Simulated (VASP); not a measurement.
# MgSi4N2 (Immm) in VASP: relaxation of cell and atoms with PBE

Aim: the relaxation of cell and atoms of MgSi4N2 with PBE.

Everything below comes from runs of VASP 6.6.1. Logs are shortened: lines on timing, memory, paths and dates and some standing lists are left out, and cuts for length are marked.

## Step 1: The cell of the first run

Symmetry: Immm, No. 71, orthorhombic system. The conventional cell has a = 5.320 Å, b = 5.524 Å, c = 7.235 Å, α = 90.00°, β = 90.00°, γ = 90.00°. Within 3.5 Å of Mg (site symmetry mmm) lie 12 Si at 2.57 to 3.40 Å and 4 N at 2.80 Å. Si (site symmetry m) has 1 N at 1.52 Å within 2.0 Å. N (site symmetry m2m) has 2 Si at 1.52 Å and 1 N at 1.74 Å within 2.0 Å.

The cell was generated, and may not be a known phase.

## Step 2: Relaxation of cell and atoms, PBE

INCAR reads:

```
ALGO = All
EDIFF = 1E-7
EDIFFG = -0.08
ENCUT = 800
GGA = PE
GGA_COMPAT = False
IBRION = 2
ISEARCH = 1
ISIF = 3
ISMEAR = 0
KPAR = 4
LASPH = True
LCHARG = False
LREAL = False
LWAVE = False
NELM = 300
NELMIN = 4
NSW = 36
PREC = Accurate
SIGMA = 0.2
```

KPOINTS reads:

```
k-points
0
Gamma
  4 4 4
```

POSCAR reads:

```
MgSi4N2
1.0
   -2.6599228500      2.7622275600      3.6174887500
    2.6599228500     -2.7622275600      3.6174887500
    2.6599228500      2.7622275600     -3.6174887500
Mg Si N
1 4 2
Direct
    0.0000000000      0.0000000000      0.0000000000
    0.4840207600      0.6761844700      0.8078362900
    0.5159792400      0.3238155300      0.1921637100
    0.8683481800      0.6761844700      0.1921637100
    0.1316518200      0.3238155300      0.8078362900
    0.8429383000      0.5000000000      0.3429383000
    0.1570617000      0.5000000000      0.6570617000
```

Potentials or basis: VASP PAW PBE potentials, release 64 (Mg, Si, N).

On the command line:

```bash
cat potpaw_PBE.64/Mg/POTCAR potpaw_PBE.64/Si/POTCAR potpaw_PBE.64/N/POTCAR > POTCAR
mpirun -np 4 vasp_std > vasp.out
```

OUTCAR:

```text
EDIFF = 1E-7
   EDIFFG = -0.08
   ENCUT = 800
   GGA = PE
   IBRION = 2
   ISIF = 3
   ISMEAR = 0
   LASPH = True
   LREAL = False
   NELM = 300
   NELMIN = 4
   NSW = 36
   PREC = Accurate

 ion  position               nearest neighbor table
   1  0.000  0.000  0.000-   3 2.57   2 2.57   5 2.57   4 2.57
   2  0.484  0.676  0.808-   7 1.52   4 2.12   5 2.55   1 2.57   3 2.94   3 2.94
   3  0.516  0.324  0.192-   6 1.52   5 2.12   4 2.55   1 2.57   2 2.94   2 2.94
   4  0.868  0.676  0.192-   6 1.52   2 2.12   3 2.55   1 2.57   5 2.94   5 2.94
   5  0.132  0.324  0.808-   7 1.52   3 2.12   2 2.55   1 2.57   4 2.94   4 2.94
   6  0.843  0.500  0.343-   4 1.52   3 1.52   7 1.74
   7  0.157  0.500  0.657-   5 1.52   2 1.52   6 1.74

  LATTYP: Found a body centered orthorhombic cell.
 ALAT       =     5.3198457000
 B/A-ratio  =     1.0384615328
 C/A-ratio  =     1.3599976217

  Lattice vectors:

 A1 = (  -2.6599228500,   2.7622275600,   3.6174887500)
 A2 = (   2.6599228500,  -2.7622275600,   3.6174887500)
 A3 = (   2.6599228500,   2.7622275600,  -3.6174887500)

Analysis of symmetry for initial positions (statically):
=====================================================================
 Subroutine PRICEL returns:
 Original cell was already a primitive cell.

 Routine SETGRP: Setting up the symmetry group for a
 body centered orthorhombic supercell.

 Subroutine GETGRP returns: Found  8 space group operations
 (whereof  8 operations were pure point group operations)
 out of a pool of  8 trial point group operations.

The static configuration has the point symmetry D_2h.

Analysis of symmetry for dynamics (positions and initial velocities):
=====================================================================
 Subroutine PRICEL returns:
 Original cell was already a primitive cell.

 Routine SETGRP: Setting up the symmetry group for a
 body centered orthorhombic supercell.

 Subroutine GETGRP returns: Found  8 space group operations
 (whereof  8 operations were pure point group operations)
 out of a pool of  8 trial point group operations.

The dynamic configuration has the point symmetry D_2h.

 Subroutine INISYM returns: Found  8 space group operations
 (whereof  8 operations are pure point group operations),
 and found     1 'primitive' translations

[... 90 lines left out ...]
   ICHARG =      2    charge: 1-file 2-atom 10-const
   ISPIN  =      1    spin polarized calculation?
   LNONCOLLINEAR =      F non collinear calculations
   LSORBIT =      F    spin-orbit coupling
   LASPH  =      T    aspherical Exc in radial PAW
   ENCUT  =  800.0 eV  58.80 Ry    7.67 a.u.  12.16 12.16 12.16*2*pi/ulx,y,z
   NELM   =    300;   NELMIN=  4; NELMDL= -5     # of ELM steps
   EDIFF  = 0.1E-06   stopping-criterion for ELM
   LREAL  =      F    real-space projection
   EDIFFG = -.8E-01   stopping-criterion for IOM
   NSW    =     36    number of steps for IOM
   IBRION =      2    ionic relax: 0-MD 1-quasi-New 2-CG
   NFREE  =      1    steps in history (QN), initial steepest desc. (CG)
   ISIF   =      3    stress and relaxation
   ISYM   =      2    0-nonsym 1-usesym 2-fastsym
   POTIM  = 0.5000    time-step for ionic-motion
   TEBEG  =    0.0;   TEEND  =   0.0 temperature during run
   PSTRESS=    0.0 pullay stress
   NELECT =      28.0000    total number of electrons
   NUPDOWN=      -1.0000    fix difference up-down
   EMIN   =  10.00;   EMAX   =-10.00  energy-range for DOS
   EFERMI =   0.00;   METHOD = LEGACY
   ISMEAR =     0;   SIGMA  =   0.20  broadening in eV -4-tet -1-fermi 0-gaus
   EFERMI_NEDOS =   21; number of points for ismear=-14 and -15
   IALGO  =     58    algorithm
   IMIX   =      4    mixing-type and parameters
     AMIX     =   0.40;   BMIX     =  1.00
     AMIX_MAG =   1.60;   BMIX_MAG =  1.00
  volume/ion in A,a.u.               =      15.19       102.49
  Fermi-wavevector in a.u.,A,eV,Ry     =   1.049371  1.983023 14.982449  1.101179
  Thomas-Fermi vector in A             =   2.184331
   LORBIT       =      0    0 simple, 1 ext, 2 COOP (PROOUT), +10 PAW based schemes
   GGA     = PE    functional components
   LHFCALC =     F    Hartree Fock is set to
   AEXX    =    0.0000 exact exchange contribution
   IVDW    =     0    specifies the selected vdW correction
   LEPSILON=     F    determine dielectric tensor
   LRPA    =     F    only Hartree local field effects (RPA)
 conjugate gradient relaxation of ions
 non-spin polarized calculation
 Gauss-broadening in eV      SIGMA  =   0.20
  energy-cutoff  :      800.00
  volume of cell :      106.32
 maximum number of plane-waves:      5488
 NGX is ok and might be reduce to    50
   NGX = 25   NGY = 25   NGZ = 25

--------------------------------------- Ionic step        1  -------------------------------------------

 number of electron      28.0000000 magnetization

 Free energy of the ion-electron system (eV)
  ---------------------------------------------------
  ext. energy  EPLUGINS =         0.00000000
  ---------------------------------------------------
  free energy    TOTEN  =       -32.26865780 eV

  energy without entropy =      -32.21558364  energy(sigma->0) =      -32.24212072

------------------------ aborting loop because EDIFF is reached ----------------------------------------

  FORCE on cell =-STRESS in cart. coord.  units (eV):
  Direction    XX          YY          ZZ          XY          YZ          ZX
  --------------------------------------------------------------------------------------
  -------------------------------------------------------------------------------------
  Total       -7.4178671     33.6414954     46.2069235      0.0000000      0.0000000      0.0000000
  in kB     -111.7876828    506.9792682    696.3409904      0.0000000      0.0000000      0.0000000
  external PRESSURE =     363.8441919 kB  Pullay stress =       0.0000000 kB
[... 865 lines left out ...]
      5      -1.1253      2.00000
      6      -0.7847      2.00000
[... 10 lines left out ...]
     17       9.6148      0.00000
     18      10.5828      0.00000

[... ionic steps 4 to 33 ...]

--------------------------------------- Ionic step       34  -------------------------------------------

 number of electron      28.0000001 magnetization

------------------------ aborting loop because EDIFF is reached ----------------------------------------
[... 77 lines left out ...]
--------------------------------------- Ionic step       36  -------------------------------------------

 number of electron      28.0000000 magnetization

 Free energy of the ion-electron system (eV)
  ---------------------------------------------------
  ext. energy  EPLUGINS =         0.00000000
  ---------------------------------------------------
  free energy    TOTEN  =       -41.91146281 eV

  energy without entropy =      -41.89008891  energy(sigma->0) =      -41.90077586

 E-fermi :   6.6246     XC(G=0):  -9.8673

 val. band max:        6.6115434650   @ k =   0.5000  -0.2500   0.2500
 cond. band min:       6.7537198186   @ k =   0.5000   0.5000   0.5000
 fundamental gap:      0.1421763536
 Fermi energy:         6.6246172248
[... 410 lines left out ...]
  FREE ENERGIE OF THE ION-ELECTRON SYSTEM (eV)
  ---------------------------------------------------
  free  energy   TOTEN  =       -41.9114628147 eV

  energy  without entropy=      -41.8900889857  energy(sigma->0) =      -41.90077590

 reached required accuracy - stopping structural energy minimisation
```

CONTCAR:

```text
MgSi4N2
   1.00000000000000
    -1.7818922161864763    3.2973588424153317    4.4968209565787838
     1.7818922161864763   -3.2973588424153317    4.4968209565787838
     1.7818922161864763    3.2973588424153317   -4.4968209565787838
  Mg              Si              N
     1     4     2
Direct
     0.0000000000000000    0.0000000000000000    0.0000000000000000
     0.4957530915308584    0.6781072341270523    0.8176458574038057
     0.5042469084691418    0.3218927658729472    0.1823541425961943
     0.8604613767232397    0.6781072341270523    0.1823541425961943
     0.1395386232767602    0.3218927658729472    0.8176458574038057
     0.7883417533276542    0.5000000000000000    0.2883417533276544
     0.2116582466723455    0.5000000000000000    0.7116582466723458

  0.00000000E+00  0.00000000E+00  0.00000000E+00
  0.00000000E+00  0.00000000E+00  0.00000000E+00
  0.00000000E+00  0.00000000E+00  0.00000000E+00
  0.00000000E+00  0.00000000E+00  0.00000000E+00
  0.00000000E+00  0.00000000E+00  0.00000000E+00
  0.00000000E+00  0.00000000E+00  0.00000000E+00
  0.00000000E+00  0.00000000E+00  0.00000000E+00
```

It took 18 min on 4 MPI ranks of AMD EPYC 7R13 (Zen 3), shared host; peak memory 0.43 GiB.

Results:

| Quantity | Value |
| --- | --- |
| Free energy | -41.9115 eV |
| Relaxed volume | 15.10 Å³/atom |
| Relaxed cell | a = 5.854 Å, b = 5.854 Å, c = 5.854 Å, α = 144.56°, β = 111.44°, γ = 79.62° |
| Space group after relaxing (to 0.1 Å) | Immm (No. 71) |
| Energy gained by relaxing | 1377.5 meV/atom |
| Ionic steps | 36 |
| Pressure after relaxing | -0.1 GPa |
| Largest force after relaxing | 0.049 eV/Å |
| Band gap on the k mesh | zero (bands 14 and 15 overlap by 0.89 eV) |

Forces on the atoms (eV/Å):
```
Mg   0.000  0.000  0.000
Si   0.000 -0.046 -0.017
Si   0.000  0.046  0.017
Si   0.000  0.046 -0.017
Si   0.000 -0.046  0.017
N    0.000 -0.025  0.000
N    0.000  0.025  0.000
```

Stress tensor (GPa, compression positive):
```
-0.23  0.00  0.00
 0.00  0.02  0.00
 0.00  0.00 -0.17
```

Step by step:
```csv
step,energy change (eV),largest force (eV/Å),pressure (GPa),volume (Å³)
1,0.0000,7.6765,36.38,106.32
2,-1.5125,5.9210,-12.48,163.84
3,-1.5460,5.4356,-12.70,161.21
4,-1.6222,4.7394,-12.96,157.98
5,-3.7992,2.6819,-11.87,131.27
6,-4.5980,2.5625,-2.77,118.56
7,-4.6010,2.6826,-5.00,120.48
8,-4.6082,2.6334,-4.11,119.66
9,-5.8107,0.3989,-6.25,115.94
10,-5.9740,1.4661,-5.73,114.04
11,-6.4672,0.9980,0.74,104.29
12,-6.5035,1.1331,3.49,101.57
13,-6.7640,0.6971,2.91,100.90
14,-6.7640,0.7056,2.92,100.90
15,-6.9187,0.3560,-0.87,104.46
16,-6.9516,0.8192,-2.68,106.74
17,-7.3320,2.7473,-0.38,105.74
18,-8.7763,2.1597,7.81,102.07
19,-8.7361,3.1022,11.06,101.06
20,-8.7881,2.4674,8.88,101.72
21,-8.8100,2.5888,9.13,101.72
22,-8.8364,2.9770,9.97,101.71
23,-8.8889,2.8826,9.46,101.95
24,-9.0333,2.6017,7.96,102.66
25,-9.2631,2.0670,5.15,104.06
26,-9.4997,1.1260,0.16,106.84
27,-9.5170,0.8686,-1.28,107.73
28,-9.5384,0.7871,-1.19,107.48
29,-9.5894,0.5254,-0.85,106.73
30,-9.6225,0.4727,0.11,105.24
31,-9.6241,0.4163,-0.10,105.52
32,-9.6285,0.3400,0.06,105.44
33,-9.6360,0.1738,0.57,105.22
34,-9.6365,0.2099,0.75,105.14
35,-9.6401,0.1348,0.46,105.32
36,-9.6428,0.0494,-0.13,105.68
```

Final structure:
```xyz
7
Lattice="-1.7819 3.2974 4.4968 1.7819 -3.2974 4.4968 1.7819 3.2974 -4.4968" Properties=species:S:1:pos:R:3 pbc="T T T"
Mg    0.0000    0.0000    0.0000
Si    1.7819    2.0948    1.6018
Si    0.0000    1.2026    2.8950
Si    0.0000    1.2026    6.0987
Si    1.7819    2.0948   -1.6018
N     0.0000    1.9015    4.4968
N     1.7819    1.3958    0.0000
```

Caveat: the k points lie up to 0.47 Å⁻¹ apart in the final cell, too coarse for converged energies and pressures of a metal; the relaxation stopped at a loose force limit of 0.08 eV/Å, so its end isn't a converged minimum.

The gap in the log of VASP goes by the Fermi energy; the results here count the filled bands.